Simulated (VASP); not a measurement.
# AlN (F-43m) in VASP: settings compared, part 2 of 2

VASP 6.6.1. Earlier steps stand in the parts before.

## 4. Single point, HSE06

This run uses another cell than the first one, of 10.40 Å³/atom.

POSCAR reads:

```
AlN
1.0
    0.0000000000      2.1826920175      2.1826920175
    2.1826920175      0.0000000000      2.1826920175
    2.1826920175      2.1826920175      0.0000000000
Al N
1 1
Direct
    0.0000000000      0.0000000000      0.0000000000
    0.2500000000      0.2500000000      0.2500000000
```

INCAR.step1 reads:

```
ALGO     = Normal         # electronic algorithm
EDIFF    = 1E-5           # SCF threshold, eV
ENCUT    = 520            # plane-wave cutoff, eV
GGA      = PE             # functional
ISIF     = 2              # what is computed and relaxed
ISMEAR   = -1             # smearing method
LASPH    = True           # aspherical terms in the spheres
LREAL    = False          # projectors in reciprocal space
LWAVE    = True           # write WAVECAR
NBANDS   = 11             # bands
NELM     = 80             # most SCF steps
PREC     = Accurate       # precision mode
SIGMA    = 0.02           # smearing width, eV
```

INCAR.step2 reads:

```
ALGO     = Normal         # electronic algorithm
EDIFF    = 1E-6           # SCF threshold, eV
ENCUT    = 520            # plane-wave cutoff, eV
GGA      = PE             # functional
HFSCREEN = 0.2079         # screening, 1/A
ISIF     = 2              # what is computed and relaxed
ISMEAR   = -1             # smearing method
ISTART   = 1            
LASPH    = True           # aspherical terms in the spheres
LCHARG   = True           # write CHGCAR
LELF     = True           # ELF
LHFCALC  = True           # exact exchange
LREAL    = False          # projectors in reciprocal space
LVHAR    = True         
LWAVE    = False          # write WAVECAR
NBANDS   = 11             # bands
NELM     = 80             # most SCF steps
PREC     = Accurate       # precision mode
PRECFOCK = Normal       
SIGMA    = 0.02           # smearing width, eV
```

KPOINTS reads:

```
k-points
0
Gamma
  6 6 6
```

Potentials or basis: VASP PAW PBE potentials, release 64 (Al, N).

On the command line:

```bash
$ cat potpaw_PBE.64/Al/POTCAR potpaw_PBE.64/N/POTCAR > POTCAR
$ cp INCAR.step1 INCAR
$ mpirun -np 1 vasp_std > vasp.out
$ cp INCAR.step2 INCAR
$ mpirun -np 1 vasp_std > vasp.out
```

OUTCAR:

```text
EDIFF = 1E-6
   ENCUT = 520
   GGA = PE
   HFSCREEN = 0.2079
   ISIF = 2
   ISMEAR = -1
   ISTART = 1
   LASPH = True
   LHFCALC = True
   LREAL = False
   NELM = 80
   PREC = Accurate
   PRECFOCK = Normal

 ion  position               nearest neighbor table
   1  0.000  0.000  0.000-   2 1.89   2 1.89   2 1.89   2 1.89
   2  0.250  0.250  0.250-   1 1.89   1 1.89   1 1.89   1 1.89

  LATTYP: Found a face centered cubic cell.
 ALAT       =     4.3653840350

  Lattice vectors:

 A1 = (   0.0000000000,   2.1826920175,   2.1826920175)
 A2 = (   2.1826920175,   0.0000000000,   2.1826920175)
 A3 = (   2.1826920175,   2.1826920175,   0.0000000000)

Analysis of symmetry for initial positions (statically):
=====================================================================
 Subroutine PRICEL returns:
 Original cell was already a primitive cell.

 Routine SETGRP: Setting up the symmetry group for a
 face centered cubic supercell.

 Subroutine GETGRP returns: Found 24 space group operations
 (whereof 24 operations were pure point group operations)
 out of a pool of 48 trial point group operations.

The static configuration has the point symmetry T_d .

Analysis of symmetry for dynamics (positions and initial velocities):
=====================================================================
 Subroutine PRICEL returns:
 Original cell was already a primitive cell.

 Routine SETGRP: Setting up the symmetry group for a
 face centered cubic supercell.

 Subroutine GETGRP returns: Found 24 space group operations
 (whereof 24 operations were pure point group operations)
 out of a pool of 48 trial point group operations.

The dynamic configuration has the point symmetry T_d .

 Subroutine INISYM returns: Found 24 space group operations
 (whereof 24 operations are pure point group operations),
 and found     1 'primitive' translations

----------------------------------------------------------------------------------------

                                     Primitive cell

  volume of cell :      20.7973

  direct lattice vectors                    reciprocal lattice vectors
     0.000000000  2.182692017  2.182692017    -0.229074920  0.229074920  0.229074920
     2.182692017  0.000000000  2.182692017     0.229074920 -0.229074920  0.229074920
     2.182692017  2.182692017  0.000000000     0.229074920  0.229074920 -0.229074920

  length of vectors
     3.086792654  3.086792654  3.086792654     0.396769401  0.396769401  0.396769401

  position of ions in fractional coordinates (direct lattice)
     0.000000000  0.000000000  0.000000000
     0.250000000  0.250000000  0.250000000

  ion indices of the primitive-cell ions
   primitive index   ion index
                 1           1
                 2           2

----------------------------------------------------------------------------------------

 KPOINTS: k-points

Automatic generation of k-mesh.
 Grid dimensions read from file:
 generate k-points for:    6    6    6

 Generating k-lattice:

  Cartesian coordinates                     Fractional coordinates (reciprocal lattice)
[... 35 lines left out ...]
   total plane-waves  NPLWV =  13824
   dimension x,y,z NGX =    24 NGY =   24 NGZ =   24
   dimension x,y,z NGXF=    48 NGYF=   48 NGZF=   48
   ions per type =               1   1
   NGX,Y,Z   is equivalent  to a cutoff of  12.93, 12.93, 12.93 a.u.
   NGXF,Y,Z  is equivalent  to a cutoff of  25.85, 25.85, 25.85 a.u.
 SYSTEM =  unknown system
   PREC   = accura    normal or accurate (medium, high low for compatibility)
   ISTART =      1    job   : 0-new  1-cont  2-samecut
   ICHARG =      0    charge: 1-file 2-atom 10-const
   ISPIN  =      1    spin polarized calculation?
   LNONCOLLINEAR =      F non collinear calculations
   LSORBIT =      F    spin-orbit coupling
   LASPH  =      T    aspherical Exc in radial PAW
   ENCUT  =  520.0 eV  38.22 Ry    6.18 a.u.   5.74  5.74  5.74*2*pi/ulx,y,z
   NELM   =     80;   NELMIN=  2; NELMDL=  0     # of ELM steps
   EDIFF  = 0.1E-05   stopping-criterion for ELM
   LREAL  =      F    real-space projection
   EDIFFG = 0.1E-04   stopping-criterion for IOM
   NSW    =      0    number of steps for IOM
   IBRION =     -1    ionic relax: 0-MD 1-quasi-New 2-CG
   NFREE  =      0    steps in history (QN), initial steepest desc. (CG)
   ISIF   =      2    stress and relaxation
   ISYM   =      3    0-nonsym 1-usesym 2-fastsym
   POTIM  = 0.5000    time-step for ionic-motion
   TEBEG  =    0.0;   TEEND  =   0.0 temperature during run
   PSTRESS=    0.0 pullay stress
   NELECT =       8.0000    total number of electrons
   NUPDOWN=      -1.0000    fix difference up-down
   EMIN   =  10.00;   EMAX   =-10.00  energy-range for DOS
   EFERMI =   0.00;   METHOD = LEGACY
   ISMEAR =    -1;   SIGMA  =   0.02  broadening in eV -4-tet -1-fermi 0-gaus
   EFERMI_NEDOS =   21; number of points for ismear=-14 and -15
   IALGO  =     38    algorithm
   IMIX   =      1    mixing-type and parameters
     AMIX     =   0.40;   BMIX     =  1.00
     AMIX_MAG =   1.60;   BMIX_MAG =  1.00
  volume/ion in A,a.u.               =      10.40        70.17
  Fermi-wavevector in a.u.,A,eV,Ry     =   1.190609  2.249924 19.286925  1.417549
  Thomas-Fermi vector in A             =   2.326689
   LORBIT       =      0    0 simple, 1 ext, 2 COOP (PROOUT), +10 PAW based schemes
   GGA     = PE    functional components
   LHFCALC =     T    Hartree Fock is set to
   PRECFOCK=normal    Normal, Fast or Accurate (Low or Medium for compatibility)
   ENCUT4O =  -1.0   cutoff for four orbital integrals eV
   NKREDX  =     1    reduce k-point grid by
   NKREDY  =     1    reduce k-point grid by
   NKREDZ  =     1    reduce k-point grid by
   AEXX    =    0.2500 exact exchange contribution
   HFSCREEN=    0.2079 screening length (either q_TF or 0.3 A-1)
   HFSCREENC=   0.2079 screening length for correlation (either q_TF or 0.3 A-1)
   ENCUTFOCK=  -1.0 apply spherical cutoff to Coloumb kernel
   IVDW    =     0    specifies the selected vdW correction
   LEPSILON=     F    determine dielectric tensor
   LRPA    =     F    only Hartree local field effects (RPA)
 non-spin polarized calculation
  energy-cutoff  :      520.00
  volume of cell :       20.80
 maximum number of plane-waves:       568
  NGX = 18; NGY = 18; NGZ = 18

 number of electron       8.0000000 magnetization

 Free energy of the ion-electron system (eV)
  ---------------------------------------------------
  ext. energy  EPLUGINS =         0.00000000
  ---------------------------------------------------
  free energy    TOTEN  =       -17.39497781 eV

  energy without entropy =      -17.39497781  energy(sigma->0) =      -17.39497781

 E-fermi :   5.5169     XC(G=0):  -9.0198

 val. band max:        5.0619274437   @ k =   0.0000   0.0000   0.0000
 cond. band min:       9.6174372156   @ k =   0.5000   0.5000   0.0000
 fundamental gap:      4.5555097718
 Fermi energy:         5.5168541203

 k-point     1 :       0.0000    0.0000    0.0000
  band No.  band energies     occupation
      1     -11.4254      2.00000
      2       5.0619      2.00000
      3       5.0619      2.00000
      4       5.0619      2.00000
      5      10.6311      0.00000
      6      19.3204      0.00000
      7      19.3204      0.00000
      8      19.3204      0.00000
      9      24.6733      0.00000
     10      24.6733      0.00000
     11      26.0705      0.00000
[... 197 lines left out ...]
 k-point    16 :      -0.3333    0.5000    0.1667
  band No.  band energies     occupation
      1      -8.5099      2.00000
      2       0.3652      2.00000
      3       2.0312      2.00000
      4       2.3822      2.00000
      5      11.6535      0.00000
      6      16.9947      0.00000
      7      19.8857      0.00000
      8      20.1241      0.00000
      9      23.7451      0.00000
     10      27.3424      0.00000
     11      31.9908      0.00000

------------------------ aborting loop because EDIFF is reached ----------------------------------------

  FORCE on cell =-STRESS in cart. coord.  units (eV):
  Direction    XX          YY          ZZ          XY          YZ          ZX
  --------------------------------------------------------------------------------------
  -------------------------------------------------------------------------------------
  Total       -0.0222650     -0.0222650     -0.0222650     -0.0000000      0.0000000     -0.0000000
  in kB       -1.7152463     -1.7152463     -1.7152463     -0.0000000      0.0000000     -0.0000000
  external PRESSURE =      -1.7152463 kB  Pullay stress =       0.0000000 kB

 VOLUME and BASIS-vectors are now :
 -----------------------------------------------------------------------------
  energy-cutoff  :      520.00
  volume of cell :       20.80
      direct lattice vectors                 reciprocal lattice vectors
     0.000000000  2.182692017  2.182692017    -0.229074920  0.229074920  0.229074920
     2.182692017  0.000000000  2.182692017     0.229074920 -0.229074920  0.229074920
     2.182692017  2.182692017  0.000000000     0.229074920  0.229074920 -0.229074920

 POSITION                                       TOTAL-FORCE (eV/Angst)
 -----------------------------------------------------------------------------------
      0.00000      0.00000      0.00000         0.000000      0.000000      0.000000
      1.09135      1.09135      1.09135        -0.000000     -0.000000     -0.000000
 -----------------------------------------------------------------------------------
    total drift:                                0.000000     -0.000000     -0.000000

  FREE ENERGIE OF THE ION-ELECTRON SYSTEM (eV)
  ---------------------------------------------------
  free  energy   TOTEN  =       -17.3949778091 eV

  energy  without entropy=      -17.3949778091  energy(sigma->0) =      -17.39497781
```

It took 3.4 min on 1 thread of Intel Xeon Platinum 8488C (Sapphire Rapids), shared host; peak memory 0.24 GiB.

What came out:

```
Free energy            : -17.3950 eV
Pressure               : -0.2 GPa
Band gap on the k mesh : 4.56 eV (least direct gap 5.57 eV)
```

Caveat: the PAW data sets were made with another functional, which shifts forces and pressure a little.

## 5. Overview

```tsv
task	level	cell	k mesh	cutoff (eV)	smearing	grid for exact exchange (PRECFOCK)	share of exact exchange	screening parameter	gap on the mesh (eV)	pressure (GPa)
single point	HSE06	a = 3.090 Å, angles 60.0°, 2 atoms	8 × 8 × 8	520	gaussian 0.01 eV	Normal	0.25	0.2079 1/Å	4.55	-0.8
relaxation of cell and atoms	r2SCAN	relaxed from a = 3.113 Å, angles 60.0°, 2 atoms	10 × 10 × 10	600	fermi-dirac 0.02 eV	-	-	-	3.94	0.0
single point	HSE06	a = 3.087 Å, angles 60.0°, 2 atoms	6 × 6 × 6	520	fermi-dirac 0.02 eV	Normal	0.25	0.2079 1/Å	4.56	-0.2
```

Alike in all rows: potentials or basis VASP PAW PBE potentials, release 64 (Al, N); no spin polarisation.

Caveats: the PAW data sets were made with another functional, which shifts forces and pressure a little.

Total energies depend on the potentials used, so only differences within one code and one set of settings carry meaning.
